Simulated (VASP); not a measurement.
# MgS (F-43m) in VASP: notebook

Runs on MgS. Level: LDA. Tasks: single point, relaxation of cell and atoms.

Program: VASP 6.6.1. These are calculated values, not measurements. Logs are shortened: lines on timing, memory, paths and dates and some standing lists are left out, and cuts for length are marked.

## Step 1: The cell of the first run

It takes space group F-43m (No. 216, cubic). The conventional cell has a = 5.592 Å, b = 5.592 Å, c = 5.592 Å, α = 90.00°, β = 90.00°, γ = 90.00°. Within 3.2 Å of Mg (site symmetry -43m) lie 4 S at 2.42 Å. Within 3.2 Å of S (site symmetry -43m) lie 4 Mg at 2.42 Å.

## Step 2: Single point, LDA

INCAR reads:

```
ALGO     = Normal         # electronic algorithm
EDIFF    = 1E-6           # SCF threshold, eV
ENCUT    = 520            # plane-wave cutoff, eV
ISIF     = 2              # what is computed and relaxed
ISMEAR   = 0              # smearing method
LASPH    = T              # aspherical terms in the spheres
LCHARG   = F              # write CHGCAR
LREAL    = F              # projectors in reciprocal space
LWAVE    = F              # write WAVECAR
NBANDS   = 11             # bands
NELM     = 100            # most SCF steps
PREC     = Accurate       # precision mode
SIGMA    = 0.01           # smearing width, eV
```

KPOINTS reads:

```
k-points
0
Gamma
  7 7 7
```

POSCAR reads:

```
MgS
1.0
    0.0000000000      2.7962159698      2.7962159698
    2.7962159698      0.0000000000      2.7962159698
    2.7962159698      2.7962159698      0.0000000000
Mg S
1 1
Direct
    0.0000000000      0.0000000000      0.0000000000
    0.7500000000      0.7500000000      0.7500000000
```

Potentials or basis: VASP PAW LDA potentials, release 64 (Mg, S).

Command:

```sh
$ cat potpaw_LDA.64/Mg/POTCAR potpaw_LDA.64/S/POTCAR > POTCAR
$ mpirun -np 1 vasp_std > vasp.out
```

OUTCAR:

```text
EDIFF = 1E-6
   ENCUT = 520
   ISIF = 2
   ISMEAR = 0
   LASPH = T
   LREAL = F
   NELM = 100
   PREC = Accurate

 ion  position               nearest neighbor table
   1  0.000  0.000  0.000-   2 2.42   2 2.42   2 2.42   2 2.42
   2  0.750  0.750  0.750-   1 2.42   1 2.42   1 2.42   1 2.42

  LATTYP: Found a face centered cubic cell.
 ALAT       =     5.5924319396

  Lattice vectors:

 A1 = (   0.0000000000,   2.7962159698,   2.7962159698)
 A2 = (   2.7962159698,   0.0000000000,   2.7962159698)
 A3 = (   2.7962159698,   2.7962159698,   0.0000000000)

Analysis of symmetry for initial positions (statically):
=====================================================================
 Subroutine PRICEL returns:
 Original cell was already a primitive cell.

 Routine SETGRP: Setting up the symmetry group for a
 face centered cubic supercell.

 Subroutine GETGRP returns: Found 24 space group operations
 (whereof 24 operations were pure point group operations)
 out of a pool of 48 trial point group operations.

The static configuration has the point symmetry T_d .

Analysis of symmetry for dynamics (positions and initial velocities):
=====================================================================
 Subroutine PRICEL returns:
 Original cell was already a primitive cell.

 Routine SETGRP: Setting up the symmetry group for a
 face centered cubic supercell.

 Subroutine GETGRP returns: Found 24 space group operations
 (whereof 24 operations were pure point group operations)
 out of a pool of 48 trial point group operations.

The dynamic configuration has the point symmetry T_d .

 Subroutine INISYM returns: Found 24 space group operations
 (whereof 24 operations are pure point group operations),
 and found     1 'primitive' translations

----------------------------------------------------------------------------------------

                                     Primitive cell

  volume of cell :      43.7262

  direct lattice vectors                    reciprocal lattice vectors
     0.000000000  2.796215970  2.796215970    -0.178813084  0.178813084  0.178813084
     2.796215970  0.000000000  2.796215970     0.178813084 -0.178813084  0.178813084
     2.796215970  2.796215970  0.000000000     0.178813084  0.178813084 -0.178813084

  length of vectors
     3.954446548  3.954446548  3.954446548     0.309713346  0.309713346  0.309713346

  position of ions in fractional coordinates (direct lattice)
     0.000000000  0.000000000  0.000000000
     0.750000000  0.750000000  0.750000000

  ion indices of the primitive-cell ions
   primitive index   ion index
                 1           1
                 2           2

----------------------------------------------------------------------------------------

 KPOINTS: k-points

Automatic generation of k-mesh.
 Grid dimensions read from file:
 generate k-points for:    7    7    7

 Generating k-lattice:

  Cartesian coordinates                     Fractional coordinates (reciprocal lattice)
    -0.025544726  0.025544726  0.025544726     0.142857143  0.000000000  0.000000000
     0.025544726 -0.025544726  0.025544726     0.000000000  0.142857143  0.000000000
     0.025544726  0.025544726 -0.025544726     0.000000000  0.000000000  0.142857143

  Length of vectors
     0.044244764  0.044244764  0.044244764

  Shift w.r.t. Gamma in fractional coordinates (k-lattice)
     0.000000000  0.000000000  0.000000000

 Subroutine IBZKPT returns following result:
 ===========================================

 Found     20 irreducible k-points:

 Following reciprocal coordinates:
            Coordinates               Weight
  0.000000  0.000000  0.000000      1.000000
  0.142857  0.000000  0.000000      8.000000
  0.285714  0.000000  0.000000      8.000000
  0.428571  0.000000  0.000000      8.000000
  0.142857  0.142857  0.000000      6.000000
  0.285714  0.142857  0.000000     24.000000
[... 12 lines left out ...]
 -0.428571  0.428571  0.142857     24.000000
 -0.285714  0.428571  0.142857     24.000000
   k-points           NKPTS =     20   k-points in BZ     NKDIM =     20   number of bands    NBANDS=     11
   number of dos      NEDOS =    301   number of ions     NIONS =      2
   total plane-waves  NPLWV =  27000
   dimension x,y,z NGX =    30 NGY =   30 NGZ =   30
   dimension x,y,z NGXF=    60 NGYF=   60 NGZF=   60
   ions per type =               1   1
   NGX,Y,Z   is equivalent  to a cutoff of  12.61, 12.61, 12.61 a.u.
   NGXF,Y,Z  is equivalent  to a cutoff of  25.22, 25.22, 25.22 a.u.
 SYSTEM =  unknown system
   PREC   = accura    normal or accurate (medium, high low for compatibility)
   ISTART =      0    job   : 0-new  1-cont  2-samecut
   ICHARG =      2    charge: 1-file 2-atom 10-const
   ISPIN  =      1    spin polarized calculation?
   LNONCOLLINEAR =      F non collinear calculations
   LSORBIT =      F    spin-orbit coupling
   LASPH  =      T    aspherical Exc in radial PAW
   ENCUT  =  520.0 eV  38.22 Ry    6.18 a.u.   7.35  7.35  7.35*2*pi/ulx,y,z
   NELM   =    100;   NELMIN=  2; NELMDL= -5     # of ELM steps
   EDIFF  = 0.1E-05   stopping-criterion for ELM
   LREAL  =      F    real-space projection
[... 7 lines left out ...]
   TEBEG  =    0.0;   TEEND  =   0.0 temperature during run
   PSTRESS=    0.0 pullay stress
   NELECT =       8.0000    total number of electrons
   NUPDOWN=      -1.0000    fix difference up-down
   EMIN   =  10.00;   EMAX   =-10.00  energy-range for DOS
   EFERMI =   0.00;   METHOD = LEGACY
   ISMEAR =     0;   SIGMA  =   0.01  broadening in eV -4-tet -1-fermi 0-gaus
   EFERMI_NEDOS =   21; number of points for ismear=-14 and -15
   IALGO  =     38    algorithm
   IMIX   =      4    mixing-type and parameters
     AMIX     =   0.40;   BMIX     =  1.00
     AMIX_MAG =   1.60;   BMIX_MAG =  1.00
  volume/ion in A,a.u.               =      21.86       147.54
  Fermi-wavevector in a.u.,A,eV,Ry     =   0.929375  1.756263 11.751856  0.863737
  Thomas-Fermi vector in A             =   2.055651
   LORBIT       =      0    0 simple, 1 ext, 2 COOP (PROOUT), +10 PAW based schemes
   GGA     = CA    functional components
   LHFCALC =     F    Hartree Fock is set to
   AEXX    =    0.0000 exact exchange contribution
   IVDW    =     0    specifies the selected vdW correction
   LEPSILON=     F    determine dielectric tensor
   LRPA    =     F    only Hartree local field effects (RPA)
 non-spin polarized calculation
 Gauss-broadening in eV      SIGMA  =   0.01
  energy-cutoff  :      520.00
  volume of cell :       43.73
 maximum number of plane-waves:      1243
 NGX is ok and might be reduce to    30
   NGX = 15   NGY = 15   NGZ = 15

 number of electron       8.0000000 magnetization

 Free energy of the ion-electron system (eV)
  ---------------------------------------------------
  ext. energy  EPLUGINS =         0.00000000
  ---------------------------------------------------
  free energy    TOTEN  =        -9.39351724 eV

  energy without entropy =       -9.39351724  energy(sigma->0) =       -9.39351724

 E-fermi :   1.1731     XC(G=0):  -8.9028

 val. band max:        1.1320766781   @ k =   0.0000   0.0000   0.0000
 cond. band min:       4.5127079262   @ k =   0.0000   0.0000   0.0000
 fundamental gap:      3.3806312481
 Fermi energy:         1.1731315013

 k-point     1 :       0.0000    0.0000    0.0000
  band No.  band energies     occupation
      1     -10.2322      2.00000
      2       1.1321      2.00000
      3       1.1321      2.00000
      4       1.1321      2.00000
      5       4.5127      0.00000
      6       8.9933      0.00000
      7       8.9933      0.00000
      8       8.9933      0.00000
      9      11.9500      0.00000
     10      11.9500      0.00000
     11      14.7920      0.00000

 k-point     2 :       0.1429    0.0000    0.0000
  band No.  band energies     occupation
      1     -10.1079      2.00000
      2       0.2259      2.00000
      3       1.0597      2.00000
      4       1.0597      2.00000
      5       5.3527      0.00000
      6       8.7776      0.00000
      7       9.2147      0.00000
      8       9.2147      0.00000
      9      11.3838      0.00000
     10      11.3838      0.00000
     11      13.9946      0.00000

 k-point     3 :       0.2857    0.0000    0.0000
  band No.  band energies     occupation
      1      -9.8005      2.00000
      2      -1.1725      2.00000
      3       0.9102      2.00000
      4       0.9102      2.00000
      5       6.1385      0.00000
      6       9.0336      0.00000
      7       9.1022      0.00000
      8       9.1022      0.00000
      9      11.7982      0.00000
     10      11.7982      0.00000
     11      13.1701      0.00000

 k-point     4 :       0.4286    0.0000    0.0000
  band No.  band energies     occupation
      1      -9.5172      2.00000
      2      -2.0826      2.00000
      3       0.8016      2.00000
      4       0.8016      2.00000
      5       6.1529      0.00000
      6       8.7043      0.00000
      7       8.7043      0.00000
      8       9.6127      0.00000
      9      13.6387      0.00000
     10      13.6387      0.00000
     11      13.6608      0.00000
[... 183 lines left out ...]
 k-point    18 :      -0.4286    0.2857    0.1429
  band No.  band energies     occupation
      1      -9.3540      2.00000
      2      -1.6680      2.00000
      3      -0.3979      2.00000
      4       0.3692      2.00000
      5       6.8885      0.00000
      6       7.8499      0.00000
      7       9.2916      0.00000
      8      10.3612      0.00000
      9      12.3570      0.00000
     10      14.0231      0.00000
     11      15.6602      0.00000

 k-point    19 :      -0.4286    0.4286    0.1429
  band No.  band energies     occupation
      1      -9.2669      2.00000
      2      -1.5926      2.00000
      3      -0.3715      2.00000
      4      -0.0627      2.00000
      5       5.8091      0.00000
      6       7.6371      0.00000
      7      10.0070      0.00000
      8      11.5958      0.00000
      9      13.0176      0.00000
     10      14.6446      0.00000
     11      15.8896      0.00000

 k-point    20 :      -0.2857    0.4286    0.1429
  band No.  band energies     occupation
      1      -9.2371      2.00000
      2      -1.3590      2.00000
      3      -0.9369      2.00000
      4      -0.0107      2.00000
      5       6.3868      0.00000
      6       8.4882      0.00000
      7       9.7373      0.00000
      8      10.1175      0.00000
      9      13.0727      0.00000
     10      13.7894      0.00000
     11      16.2028      0.00000

------------------------ aborting loop because EDIFF is reached ----------------------------------------

  FORCE on cell =-STRESS in cart. coord.  units (eV):
  Direction    XX          YY          ZZ          XY          YZ          ZX
  --------------------------------------------------------------------------------------
  -------------------------------------------------------------------------------------
  Total       -0.0809656     -0.0809656     -0.0809656      0.0000000     -0.0000000      0.0000000
  in kB       -2.9666696     -2.9666696     -2.9666696      0.0000000     -0.0000000      0.0000000
  external PRESSURE =      -2.9666696 kB  Pullay stress =       0.0000000 kB

 VOLUME and BASIS-vectors are now :
 -----------------------------------------------------------------------------
  energy-cutoff  :      520.00
  volume of cell :       43.73
      direct lattice vectors                 reciprocal lattice vectors
     0.000000000  2.796215970  2.796215970    -0.178813084  0.178813084  0.178813084
     2.796215970  0.000000000  2.796215970     0.178813084 -0.178813084  0.178813084
     2.796215970  2.796215970  0.000000000     0.178813084  0.178813084 -0.178813084

 POSITION                                       TOTAL-FORCE (eV/Angst)
 -----------------------------------------------------------------------------------
      0.00000      0.00000      0.00000         0.000000      0.000000      0.000000
      4.19432      4.19432      4.19432        -0.000000     -0.000000     -0.000000
 -----------------------------------------------------------------------------------
    total drift:                               -0.000000     -0.000000     -0.000000

  FREE ENERGIE OF THE ION-ELECTRON SYSTEM (eV)
  ---------------------------------------------------
  free  energy   TOTEN  =        -9.3935172406 eV

  energy  without entropy=       -9.3935172406  energy(sigma->0) =       -9.39351724
```

Run time: 18 s. Hardware: 1 thread of AMD EPYC 7R13, shared host; peak memory 0.12 GiB.

Results:

- Free energy: -9.3935 eV
- Pressure: -0.3 GPa
- Band gap on the k mesh: 3.38 eV, direct

A k mesh can miss the band edges. A hybrid or GW would open this gap; LDA tends to underestimate it.

## Step 3: Relaxation of cell and atoms, LDA

This run uses another cell than the first one, of 22.74 Å³/atom, 1.040 times its volume.

INCAR reads:

```
SYSTEM = MgS
  ALGO = Normal
  EDIFF = 1E-6
  EDIFFG = -0.02
  ENCUT = 600
  GGA = CA
  IBRION = 2
  ISIF = 3
  ISMEAR = 0
  LASPH = .TRUE.
  LCHARG = .FALSE.
  LREAL = .FALSE.
  LWAVE = .FALSE.
  NELM = 80
  NSW = 80
  PREC = Accurate
  SIGMA = 0.01
```

KPOINTS reads:

```
k-points
0
G
  7 7 7
  0 0 0
```

POSCAR reads:

```
MgS
1.0
    0.0000000000      2.8331200000      2.8331200000
    2.8331200000      0.0000000000      2.8331200000
    2.8331200000      2.8331200000      0.0000000000
Mg S
1 1
Direct
    0.0000000000      0.0000000000      0.0000000000
    0.7500000000      0.7500000000      0.7500000000
```

Potentials or basis: VASP PAW LDA potentials, release 64 (Mg, S).

Command:

```sh
$ cat potpaw_LDA.64/Mg/POTCAR potpaw_LDA.64/S/POTCAR > POTCAR
$ mpirun -np 1 vasp_std > vasp.out
```

OUTCAR:

```text
SYSTEM = MgS
   EDIFF = 1E-6
   EDIFFG = -0.02
   ENCUT = 600
   GGA = CA
   IBRION = 2
   ISIF = 3
   ISMEAR = 0
   LASPH = .TRUE.
   LREAL = .FALSE.
   NELM = 80
   NSW = 80
   PREC = Accurate

 ion  position               nearest neighbor table
   1  0.000  0.000  0.000-   2 2.45   2 2.45   2 2.45   2 2.45
   2  0.750  0.750  0.750-   1 2.45   1 2.45   1 2.45   1 2.45

  LATTYP: Found a face centered cubic cell.
 ALAT       =     5.6662400000

  Lattice vectors:

 A1 = (   0.0000000000,   2.8331200000,   2.8331200000)
 A2 = (   2.8331200000,   0.0000000000,   2.8331200000)
[... 175 lines left out ...]

  FORCE on cell =-STRESS in cart. coord.  units (eV):
  Direction    XX          YY          ZZ          XY          YZ          ZX
  --------------------------------------------------------------------------------------
  -------------------------------------------------------------------------------------
  Total       -0.7106251     -0.7106251     -0.7106251      0.0000000      0.0000000      0.0000000
  in kB      -25.0337669    -25.0337669    -25.0337669      0.0000000      0.0000000      0.0000000
  external PRESSURE =     -25.0337669 kB  Pullay stress =       0.0000000 kB
[... 59 lines left out ...]
--------------------------------------- Ionic step        3  -------------------------------------------

 number of electron       7.9999999 magnetization

 Free energy of the ion-electron system (eV)
  ---------------------------------------------------
  ext. energy  EPLUGINS =         0.00000000
  ---------------------------------------------------
  free energy    TOTEN  =        -9.39404600 eV

  energy without entropy =       -9.39404600  energy(sigma->0) =       -9.39404600

 E-fermi :   1.2724     XC(G=0):  -8.9191

 val. band max:        1.1598561930   @ k =   0.0000   0.0000   0.0000
 cond. band min:       4.5623732649   @ k =   0.0000   0.0000   0.0000
 fundamental gap:      3.4025170719
 Fermi energy:         1.2723924076

 k-point     1 :       0.0000    0.0000    0.0000
  band No.  band energies     occupation
      1     -10.2192      2.00000
      2       1.1599      2.00000
      3       1.1599      2.00000
      4       1.1599      2.00000
      5       4.5624      0.00000
      6       9.0319      0.00000
      7       9.0319      0.00000
      8       9.0319      0.00000
[... 236 lines left out ...]
  FREE ENERGIE OF THE ION-ELECTRON SYSTEM (eV)
  ---------------------------------------------------
  free  energy   TOTEN  =        -9.3940459958 eV

  energy  without entropy=       -9.3940459958  energy(sigma->0) =       -9.39404600

 reached required accuracy - stopping structural energy minimisation
```

CONTCAR:

```text
MgS
   1.00000000000000
     0.0000000000000000    2.7922619331210439    2.7922619331210439
     2.7922619331210439    0.0000000000000000    2.7922619331210439
     2.7922619331210439    2.7922619331210439    0.0000000000000000
  Mg              S
     1     1
Direct
     0.0000000000000000    0.0000000000000000    0.0000000000000000
     0.7500000000000000    0.7500000000000000    0.7500000000000000

  0.00000000E+00  0.00000000E+00  0.00000000E+00
  0.00000000E+00  0.00000000E+00  0.00000000E+00
```

Wall time 25 s (1 thread of AMD EPYC 7R13, shared host); peak memory 0.14 GiB.

What came out:

```
Free energy                            : -9.3940 eV
Relaxed volume                         : 21.77 Å³/atom
Relaxed cell                           : a = 3.949 Å, b = 3.949 Å, c = 3.949 Å, α = 60.00°, β = 60.00°, γ = 60.00°
Space group after relaxing (to 0.05 Å) : F-43m (No. 216)
Energy gained by relaxing              : 7.9 meV/atom
Ionic steps                            : 3
Pressure after relaxing                : 0.0 GPa
Band gap on the k mesh                 : 3.40 eV, direct
```

Step by step:
| step | energy change (eV) | largest force (eV/Å) | pressure (GPa) | volume (Å³) |
| --- | --- | --- | --- | --- |
| 1 | 0.0000 | 0.0000 | -2.50 | 45.48 |
| 2 | -0.0151 | 0.0000 | 0.53 | 43.18 |
| 3 | -0.0157 | 0.0000 | 0.00 | 43.54 |

Final structure:
```yaml
crystal:
  lattice:
    - [0.00000, 2.79226, 2.79226]
    - [2.79226, 0.00000, 2.79226]
    - [2.79226, 2.79226, 0.00000]
  atoms:
    - { symbol: Mg, position: [0.00000, 0.00000, 0.00000] }
    - { symbol: S, position: [0.75000, 0.75000, 0.75000] }
```

Levels at points of the mesh, in eV from the valence-band top:
| k point | band 1 | band 2 | band 3 | band 4 | band 5 | band 6 | band 7 | band 8 |
| --- | --- | --- | --- | --- | --- | --- | --- | --- |
| (0.00, 0.00, 0.00) | -11.38 | 0.00 | 0.00 | 0.00 | 3.40 | 7.87 | 7.87 | 7.87 |
